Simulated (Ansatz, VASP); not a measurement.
**One calculation of SiC, two programs**

Contents of INCAR:

```
  PREC = Accurate
  ENCUT = 600
  EDIFF = 1E-6
  ISMEAR = 0
  SIGMA = 0.02
  LREAL = F
  LASPH = T
  NELM = 120
  ALGO = Normal
  ISIF = 2
  LWAVE = F
  LCHARG = F
  GGA = PE
  NBANDS = 11
  GGA_COMPAT = F
```

File KPOINTS:

```
Automatic mesh
0
Gamma
  8 8 8
```

File POSCAR:

```
SiC
1.0
    0.0000000000      2.1790000000      2.1790000000
    2.1790000000      0.0000000000      2.1790000000
    2.1790000000      2.1790000000      0.0000000000
Si C
1 1
Direct
    0.0000000000      0.0000000000      0.0000000000
    0.2500000000      0.2500000000      0.2500000000
```

Input for Ansatz:

```yaml
crystal:
  lattice:
    - [0.0, 2.179, 2.179]
    - [2.179, 0.0, 2.179]
    - [2.179, 2.179, 0.0]
  atoms:
    - { symbol: Si, position: [0.0, 0.0, 0.0] }
    - { symbol: C, position: [0.25, 0.25, 0.25] }
basis:
  ecutwfc: 420
kpoints:
  mp_grid: { grid: [8, 8, 8] }
hamiltonian:
  xc: pbe
scf:
  occupations: { method: gaussian, width: 0.02 }
output:
  forces: true
  stress: true
  eigenvalues: true
```

Alike in both runs: task single point; functional PBE; k mesh 8 × 8 × 8; occupations gaussian, width 0.02 eV; no spin polarisation.

|  | VASP | Ansatz |
| --- | --- | --- |
| version | VASP 6.6.1 | Ansatz 0.2.0 |
| potentials or method | VASP PAW PBE potentials, release 64 (Si, C), cutoff 600 eV | scalar-relativistic, plane waves, PAW |
| valence electrons in the cell | 8 | 8 |

Ansatz gave:

- gap on the k mesh at the Fermi level (eV): 1.36
- least direct gap on the mesh (eV): 4.55
- pressure (GPa): 3.3

Task: Estimate VASP's values.

Result: gap on the k mesh at the Fermi level (eV): 1.36; least direct gap on the mesh (eV): 4.54; pressure (GPa): 3.1.
